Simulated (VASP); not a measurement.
Input of a VASP 6.6.1 run:

File INCAR:

```
SYSTEM = Ag
PREC = Accurate ; ENCUT = 600
EDIFF = 1E-6 ; ISMEAR = -1
SIGMA = 0.05 ; LREAL = .False.
LASPH = .True. ; NELM = 100
ALGO = Normal ; ISIF = 3
LWAVE = .False. ; LCHARG = .False.
GGA = PE ; IBRION = 2
NSW = 60 ; EDIFFG = -0.005
```

File KPOINTS:

```
Automatic mesh
0
Gamma
  16 16 16
  0 0 0
```

POSCAR

```
Ag
1.0
   -1.6456881604      1.6456881604      1.6456881604
    1.6456881604     -1.6456881604      1.6456881604
    1.6456881604      1.6456881604     -1.6456881604
Ag
1
Direct
    0.0000000000      0.0000000000      0.0000000000
```

Potentials or basis: VASP PAW PBE potentials, release 64 (Ag).

Run with:

```bash
$ cat potpaw_PBE.64/Ag/POTCAR > POTCAR
$ mpirun -np 1 vasp_std > vasp.out
```

(1) Predict the relaxed volume.

(2) Estimate the space group after relaxing (to 0.05 Å).

(3) Predict the relaxed cell.

## Answers

(1) 18.00 Å³/atom.

(2) Im-3m (No. 229).

(3) a = 2.859 Å, b = 2.859 Å, c = 2.859 Å, α = 109.47°, β = 109.47°, γ = 109.47°.
